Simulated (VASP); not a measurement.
# Be4S in VASP: notebook, part 2 of 2

VASP 6.6.1. The steps go on from the part before.

## (4) Relaxation of cell and atoms, PBE

File INCAR:

```
SYSTEM = Be4S
  PREC = Accurate
  ENCUT = 600
  EDIFF = 1E-7
  ISMEAR = 0
  SIGMA = 0.1
  LREAL = .FALSE.
  LASPH = .TRUE.
  NELM = 80
  ALGO = Normal
  ISIF = 3
  LWAVE = .FALSE.
  LCHARG = .FALSE.
  GGA = PE
  IBRION = 2
  NSW = 90
  EDIFFG = -0.04
```

File KPOINTS:

```
Automatic mesh
0
G
  6 6 4
  0 0 0
```

File POSCAR:

```
Be4S
1.0
    5.4252517754     -1.7555928994      0.0000000000
    5.4252517754      1.7555928994      0.0000000000
   -1.5444151498      0.0000000000      5.8509289265
Be S
8 2
Direct
    0.2965446092      0.2965446092      0.2814956833
    0.6020821906      0.6020821906      0.4439019300
    0.8533769931      0.8533769931      0.0909866373
    0.0601772372      0.0601772372      0.1516337039
    0.6560494310      0.6560494310      0.0930772694
    0.9443149237      0.9443149237      0.8006311313
    0.4544407689      0.4544407689      0.0747366738
    0.2372715371      0.2372715371      0.9395803332
    0.8023754813      0.8023754813      0.4828179516
    0.0936379842      0.0936379842      0.6411386862
```

Launch:

```sh
> cat potpaw_PBE.64/Be/POTCAR potpaw_PBE.64/S/POTCAR > POTCAR
> mpirun -np 1 vasp_std > vasp.out
```

Wall time 4.8 min (1 thread of Intel Xeon Platinum 8259CL at 2.50GHz (Skylake/Cascade Lake), shared host); peak memory 0.38 GiB.

It converged, with:

```yaml
Free_energy: -39.0158 eV
Relaxed_volume: 11.16 Å³/atom
Relaxed_cell: a = 5.701 Å, b = 5.701 Å, c = 6.058 Å, α = 104.10°, β = 104.10°, γ = 35.88°
Space_group_after_relaxing_to_0.1_Å: Cm (No. 8)
Energy_gained_by_relaxing: 0.1 meV/atom
Ionic_steps: 2
Pressure_after_relaxing: 0.0 GPa
Largest_force_after_relaxing: 0.027 eV/Å
Band_gap_on_the_k_mesh: zero (bands 14 and 15 overlap by 1.07 eV)
```

Forces on the atoms (eV/Å):
```
Be   0.008  0.000  0.006
Be  -0.006  0.000  0.013
Be   0.000  0.000 -0.016
Be   0.003  0.000  0.003
Be   0.001  0.000  0.000
Be   0.000  0.000  0.027
Be   0.001  0.000 -0.017
Be   0.009  0.000 -0.005
S   -0.002  0.000 -0.002
S   -0.014  0.000 -0.008
```

Stress tensor (GPa, compression positive):
```
-0.05  0.00 -0.11
 0.00 -0.02  0.00
-0.11  0.00  0.07
```

Step by step:
```tsv
step	energy change (eV)	largest force (eV/Å)	pressure (GPa)	volume (Å³)
1	0.0000	0.0484	0.10	111.45
2	-0.0005	0.0274	0.00	111.57
```

Final structure:
```cif
data_structure
_symmetry_space_group_name_H-M 'P 1'
_symmetry_Int_Tables_number 1
_cell_length_a 5.7012
_cell_length_b 5.7012
_cell_length_c 6.0583
_cell_angle_alpha 104.105
_cell_angle_beta 104.105
_cell_angle_gamma 35.882
_cell_volume 111.57
loop_
_atom_site_label
_atom_site_type_symbol
_atom_site_fract_x
_atom_site_fract_y
_atom_site_fract_z
_atom_site_occupancy
Be1 Be 0.29661 0.29661 0.28166 1
Be2 Be 0.60208 0.60208 0.44409 1
Be3 Be 0.85332 0.85332 0.09088 1
Be4 Be 0.06019 0.06019 0.15165 1
Be5 Be 0.65608 0.65608 0.09305 1
Be6 Be 0.94436 0.94436 0.80095 1
Be7 Be 0.45442 0.45442 0.07452 1
Be8 Be 0.23738 0.23738 0.93955 1
S1 S 0.80238 0.80238 0.48280 1
S2 S 0.09345 0.09345 0.64085 1
```

Levels at points of the mesh, in eV from the Fermi level:
```
           k point  band 10  band 11  band 12  band 13  band 14  band 15  band 16  band 17  band 18  band 19
(0.00, 0.00, 0.00)    -3.48    -2.61    -0.99    -0.73     0.09     0.24     1.58     2.10     2.82     3.57
(0.50, 0.00, 0.00)    -4.61    -3.84    -3.73    -2.76    -1.67     1.03     1.48     2.32     2.54     3.71
(0.50, 0.50, 0.00)    -3.03    -2.11    -1.40    -1.20    -0.48     1.48     1.87     2.25     2.54     3.42
(0.00, 0.00, 0.50)    -3.62    -3.58    -2.98    -1.02    -0.25     0.47     2.08     2.43     2.67     3.57
(0.50, 0.00, 0.50)    -4.38    -3.41    -2.62    -2.41    -1.29    -0.57     0.53     2.14     2.59     3.27
(0.50, 0.50, 0.50)    -3.32    -3.03    -1.60    -1.04    -0.76    -0.04     1.70     2.36     2.63     3.01
```

## (5) Relaxation of cell and atoms, PBE

This run uses another cell than the first one, of 11.09 Å³/atom.

File INCAR:

```
SYSTEM = Be4S
PREC = Accurate ; ENCUT = 600
EDIFF = 1E-6 ; ISMEAR = 0
SIGMA = 0.1 ; LREAL = .FALSE.
LASPH = .TRUE. ; NELM = 80
ALGO = Normal ; ISIF = 3
LWAVE = .FALSE. ; LCHARG = .FALSE.
GGA = PE ; IBRION = 2
NSW = 90 ; EDIFFG = -0.04
```

File KPOINTS:

```
regular mesh
0
G
  6 4 4
  0 0 0
```

File POSCAR:

```
Be4S
1.0
   -3.4812737186      0.2869756787     -0.5286087278
   -0.3215198613     -5.7124709688     -0.6146986136
    0.9786197907      0.8762687632      5.7946483934
Be S
8 2
Direct
    0.0662419571      0.6672470049      0.7280876186
    0.8304626116      0.5744908521      0.2683048062
    0.5668873719      0.9962755192      0.7286035618
    0.3434888554      0.8242051630      0.2889884770
    0.7630486343      0.9168881917      0.1187648284
    0.4252819149      0.1925788661      0.4485625149
    0.9488089635      0.9311451007      0.4976695681
    0.1823791762      0.0396396691      0.9637049565
    0.5809490149      0.4785696455      0.7658033852
    0.2924515002      0.3789599877      0.1915102835
```

Launch:

```sh
> cat potpaw_PBE.64/Be/POTCAR potpaw_PBE.64/S/POTCAR > POTCAR
> mpirun -np 1 vasp_std > vasp.out
```

It took 29 min on 1 thread of Intel Xeon Platinum 8259CL at 2.50GHz (Skylake/Cascade Lake), shared host; peak memory 0.31 GiB.

The run converged. Its results:

```yaml
Free_energy: -39.0235 eV
Relaxed_volume: 11.16 Å³/atom
Relaxed_cell: a = 3.512 Å, b = 6.064 Å, c = 5.701 Å, α = 104.24°, β = 107.92°, γ = 90.00°
Space_group_after_relaxing_to_0.1_Å: Cm (No. 8)
Energy_gained_by_relaxing: 89.3 meV/atom
Ionic_steps: 23
Pressure_after_relaxing: 0.0 GPa
Largest_force_after_relaxing: 0.030 eV/Å
Band_gap_on_the_k_mesh: zero (bands 14 and 15 overlap by 1.30 eV)
```

Forces in eV/Å, atoms in the order of the input:
```
Be   0.000 -0.020 -0.013
Be  -0.002 -0.015  0.004
Be   0.002  0.005 -0.010
Be   0.004  0.007 -0.009
Be   0.008  0.001 -0.001
Be  -0.008  0.004  0.029
Be  -0.002 -0.005 -0.008
Be  -0.007  0.007  0.000
S    0.007  0.019 -0.003
S   -0.003 -0.004  0.011
```

The path:
```tsv
step	energy change (eV)	largest force (eV/Å)	pressure (GPa)	volume (Å³)
1	0.0000	0.5083	0.53	110.92
2	-0.0765	0.5400	-0.19	111.49
3	-0.1731	1.0141	-1.55	113.01
4	-0.2180	0.9823	-1.47	112.90
5	-0.3396	0.8756	-1.16	112.54
6	-0.4526	0.9561	0.08	111.71
7	-0.5651	0.6862	0.37	111.59
8	-0.6347	0.6596	1.13	111.41
9	-0.7246	0.4579	0.14	112.36
10	-0.7742	0.3085	-1.02	113.71
11	-0.8052	0.2514	-0.33	112.81
12	-0.8184	0.2548	0.49	111.83
13	-0.8367	0.2163	0.24	112.09
14	-0.8440	0.3465	0.01	112.39
15	-0.8594	0.2172	-0.26	112.64
16	-0.8671	0.2760	-0.60	112.97
17	-0.8807	0.1557	-0.16	112.35
18	-0.8849	0.1460	0.25	111.76
19	-0.8894	0.0631	-0.02	111.92
20	-0.8901	0.1056	-0.18	112.02
21	-0.8918	0.0473	-0.03	111.76
22	-0.8921	0.0500	0.05	111.63
23	-0.8927	0.0303	-0.01	111.61
```

Final structure:
```xyz
10
Lattice="-3.4628 0.2675 -0.5243 -0.3872 -6.0294 -0.5217 1.0070 0.8663 5.5442" Properties=species:S:1:pos:R:3 pbc="T T T"
Be    0.1750   -3.6035    4.0456
Be   -2.7796   -2.9660    0.3783
Be   -1.5484   -4.7416    3.0862
Be   -1.2250   -4.7800    0.9322
Be   -2.8405   -5.1918   -0.3743
Be   -1.1356   -0.6340    2.4839
Be   -3.1389   -4.9038    1.7467
Be    0.3458    0.4827    5.0145
S    -1.4705   -2.2706    3.8251
S    -0.9842   -1.8986    0.8311
```

Levels at points of the mesh, in eV from the Fermi level:
```
           k point  band 10  band 11  band 12  band 13  band 14  band 15  band 16  band 17  band 18  band 19
(0.00, 0.00, 0.00)    -3.44    -2.56    -0.98    -0.70     0.13     0.27     1.61     2.12     2.85     3.60
(0.50, 0.00, 0.00)    -4.58    -3.80    -3.69    -2.73    -1.64     1.07     1.49     2.34     2.58     3.73
(0.00, 0.50, 0.00)    -3.61    -3.56    -2.97    -0.99    -0.21     0.50     2.10     2.48     2.70     3.61
(0.50, 0.50, 0.00)    -4.37    -3.38    -2.59    -2.38    -1.27    -0.54     0.56     2.18     2.62     3.30
(0.00, 0.00, 0.50)    -3.02    -2.10    -1.36    -1.16    -0.45     1.51     1.90     2.28     2.58     3.43
(0.50, 0.00, 0.50)    -4.58    -3.79    -3.69    -2.72    -1.64     1.07     1.49     2.33     2.58     3.73
(0.00, 0.50, 0.50)    -3.31    -2.99    -1.57    -1.01    -0.71    -0.01     1.73     2.39     2.66     3.03
(0.50, 0.50, 0.50)    -4.36    -3.38    -2.59    -2.37    -1.27    -0.54     0.57     2.18     2.62     3.31
```

## (6) Summary

```tsv
task	cell	k mesh	cutoff (eV)	gap on the mesh (eV)	pressure (GPa)	relaxed volume (Å³/atom)	largest force (eV/Å)
single point	a = 5.702, b = 5.702, c = 6.051 Å, angles 104.1, 104.1, 35.9°, 10 atoms, atomic positions A	6 × 6 × 4	520	none	0.1	-	0.05
single point	a = 3.511, b = 6.051, c = 5.702 Å, angles 104.1, 107.9, 90.0°, 10 atoms, atomic positions B	6 × 4 × 4	520	none	0.1	-	0.04
relaxation of cell and atoms	relaxed from a = 5.702, b = 5.702, c = 6.051 Å, angles 104.1, 104.1, 35.9°, 10 atoms, atomic positions A	6 × 6 × 4	600	none	0.0	11.16	0.03
relaxation of cell and atoms	relaxed from a = 3.533, b = 5.754, c = 5.942 Å, angles 105.1, 107.2, 90.5°, 10 atoms, atomic positions C	6 × 4 × 4	600	none	0.0	11.16	0.03
```

Alike in all rows: level PBE; potentials or basis VASP PAW PBE potentials, release 64 (Be, S); no spin polarisation; smearing gaussian 0.1 eV.

Absolute energies hang on the potentials; compare differences alone.
